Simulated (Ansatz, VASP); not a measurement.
**CoW3: VASP beside Ansatz**

```
W Co
1.0
     0.00000    3.11251    3.11251
     3.11251    0.00000    3.11251
     3.11251    3.11251    0.00000
W Co
3 1
Direct
  0.25000 0.25000 0.25000
  0.75000 0.75000 0.75000
  0.50000 0.50000 0.50000
  0.00000 0.00000 0.00000
```

Alike in both runs: task single point; functional PBEsol; k mesh 12 × 12 × 12; occupations gaussian, width 0.1 eV; collinear spin.

|  | VASP | Ansatz |
| --- | --- | --- |
| version | VASP 6.6.1 | Ansatz 0.2.0 |
| potentials or method | VASP PAW PBE potentials, release 64 (W_sv, Co), cutoff 520 eV | scalar-relativistic, plane waves, PAW |
| valence electrons in the cell | 51 | 59 |

```csv
,VASP,Ansatz,Ansatz less VASP
gap on the k mesh at the Fermi level (eV),none,none,-
pressure (GPa),-10.0,-10.3,-0.29
net moment per atom (μB),0.37,0.38,+0.012
size of the moment on the site where the two differ most (μB),1.19,1.24,+0.051
```

VASP's potentials were made for PBE, not for PBEsol. Site moments also hang on the region over which each program counts them. A gap of «none» marks a metal or a gap that the smearing closes. VASP's potentials hold 51 valence electrons a cell and Ansatz's 59, so a difference there can come from the potentials and not from the codes.

Neither program's run includes spin-orbit coupling.
